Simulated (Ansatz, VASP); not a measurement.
One calculation of GaSbTe4, two programs

Contents of INCAR:

```
PREC = Accurate
ENCUT = 520
EDIFF = 1E-7
ISMEAR = 0
SIGMA = 0.1
LREAL = F
LASPH = T
NELM = 80
ALGO = Normal
ISIF = 2
LWAVE = F
LCHARG = F
GGA = PE
NBANDS = 30
```

Contents of KPOINTS:

```
regular mesh
0
Gamma
  4 4 4
```

The input POSCAR:

```
GaSbTe4
1.0
    4.5489540500     -4.5730902500      0.0000000000
    4.5489540500      4.5730902500      0.0000000000
    0.0000000000      0.0000000000      4.4245202500
Ga Sb Te
1 1 4
Direct
    0.0000000000      0.0000000000      0.5000000000
    0.5000000000      0.5000000000      0.0000000000
    0.8092463600      0.8092463600      0.0000000000
    0.6982636500      0.3017363500      0.5000000000
    0.1907536400      0.1907536400      0.0000000000
    0.3017363500      0.6982636500      0.5000000000
```

Input for Ansatz:

```yaml
crystal:
  lattice:
    - [4.54895405, -4.57309025, 0.0]
    - [4.54895405, 4.57309025, 0.0]
    - [0.0, 0.0, 4.42452025]
  atoms:
    - { symbol: Ga, position: [0.0, 0.0, 0.5] }
    - { symbol: Sb, position: [0.5, 0.5, 0.0] }
    - { symbol: Te, position: [0.80924636, 0.80924636, 0.0] }
    - { symbol: Te, position: [0.69826365, 0.30173635, 0.5] }
    - { symbol: Te, position: [0.19075364, 0.19075364, 0.0] }
    - { symbol: Te, position: [0.30173635, 0.69826365, 0.5] }
basis:
  ecutwfc: 420
kpoints:
  mp_grid: { grid: [4, 4, 4] }
hamiltonian:
  xc: pbe
scf:
  occupations: { method: gaussian, width: 0.1 }
  lower_state_search: "off"
output:
  forces: true
  stress: true
  eigenvalues: true
```

Change from the starting cell: species swapped into the CrIrO4 type (Cmmm, No. 65).

Alike in both runs: task single point; functional PBE; k mesh 4 × 4 × 4; occupations gaussian, width 0.1 eV; no spin polarisation.

|  | VASP | Ansatz |
| --- | --- | --- |
| version | VASP 6.6.1 | Ansatz 0.2.0 |
| potentials or method | VASP PAW PBE potentials, release 64 (Ga_d, Sb, Te), cutoff 520 eV | scalar-relativistic, plane waves, PAW |
| valence electrons in the cell | 42 | 92 |

VASP gave:

- gap on the k mesh at the Fermi level (eV): none
- pressure (GPa): 5.4
- traceless stress, the component that is largest in VASP (GPa): -0.35
- rms of the force components (eV/Å): 0.406

Which values does Ansatz return?

gap on the k mesh at the Fermi level (eV): none; pressure (GPa): 5.3; traceless stress, the component that is largest in VASP (GPa): -0.37; rms of the force components (eV/Å): 0.405.

Atom by atom the forces differ by 0.001 eV/Å (rms over components). A gap of «none» marks a metal or a gap that the smearing closes. VASP's potentials hold 42 valence electrons a cell and Ansatz's 92, so a difference there can come from the potentials and not from the codes.

Spin-orbit coupling is off throughout.
